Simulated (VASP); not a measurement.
Input of a VASP 6.6.1 run:

Contents of POSCAR:

```
BiB2As
1.0
    3.6143511492      0.0000000000      0.0000000000
    0.0000000000      3.6143511492      0.0000000000
    0.0000000000      0.0000000000      5.1733838360
As B Bi
1 2 1
Direct
    0.0000000000      0.0000000000      0.0000000000
    0.0000000000      0.5000000000      0.7807602850
    0.5000000000      0.0000000000      0.2192397150
    0.5000000000      0.5000000000      0.5000000000
```

File INCAR.step1:

```
  PREC = Accurate
  ENCUT = 420
  EDIFF = 1E-5
  ISMEAR = 0
  SIGMA = 0.01
  LREAL = False
  LASPH = True
  NELM = 120
  ALGO = Normal
  ISIF = 2
  LWAVE = True
  LCHARG = False
  NBANDS = 21
  GGA = PE
  GGA_COMPAT = False
```

File INCAR.step2:

```
  PREC = Accurate
  ENCUT = 420
  EDIFF = 1E-6
  ISMEAR = 0
  SIGMA = 0.01
  LREAL = False
  LASPH = True
  NELM = 120
  ALGO = Normal
  ISIF = 2
  LWAVE = False
  LCHARG = False
  GGA = PE
  LHFCALC = True
  HFSCREEN = 0.2079
  PRECFOCK = Normal
  NBANDS = 21
  ISTART = 1
  GGA_COMPAT = False
```

The input KPOINTS:

```
Automatic mesh
0
Gamma
  4 4 4
```

Potentials or basis: VASP PAW PBE potentials, release 64 (As, B, Bi_d).

Command:

```sh
$ cat potpaw_PBE.64/As/POTCAR potpaw_PBE.64/B/POTCAR potpaw_PBE.64/Bi_d/POTCAR > POTCAR
$ cp INCAR.step1 INCAR
$ mpirun -np 1 vasp_std > vasp.out
$ cp INCAR.step2 INCAR
$ mpirun -np 1 vasp_std > vasp.out
```

(1) Estimate the largest force.

(2) Predict the pressure.

(3) What does it give for the band gap on the k mesh?

## Answers

(1) 0.054 eV/Å.

(2) -1.8 GPa.

(3) 0.90 eV (least direct gap 1.33 eV).

Caveat: the k points lie up to 0.43 Å⁻¹ apart; the PAW data sets were made with another functional, which shifts forces and pressure a little; spin-orbit coupling is left out, which moves the levels of the heavy elements.
